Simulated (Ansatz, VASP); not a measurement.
# SrO: VASP beside Ansatz

```
CELL_PARAMETERS angstrom
4.26101 0.00000 0.00000
-2.13050 3.69014 0.00000
0.00000 0.00000 5.13513
ATOMIC_POSITIONS crystal
Sr 0.33333 0.66667 0.93777
Sr 0.66667 0.33333 0.43777
O 0.33333 0.66667 0.43723
O 0.66667 0.33333 0.93723
```

Alike in both runs: functional r2SCAN; dispersion D4; k mesh 6 × 6 × 4; no spin polarisation.

Ansatz relaxed the structure, and its values are those at the end. VASP's run is a single point on that final structure, the one shown.

|  | VASP | Ansatz |
| --- | --- | --- |
| version | VASP 6.6.1 | Ansatz 0.2.0 |
| potentials or method | VASP PAW PBE potentials, release 64 (Sr_sv, O) | plane waves, PAW |
| plane-wave cutoff (eV) | 520 | 500 |
| occupations | gaussian, width 0.01 eV | fixed |
| valence electrons in the cell | 32 | 32 |

```tsv
	VASP	Ansatz	Ansatz less VASP
pressure (GPa)	0.5	0.0	-0.49
rms of the force components (eV/Å)	0.004	0.004	-0.0003
```

VASP's potentials were made for PBE, not for r2SCAN.
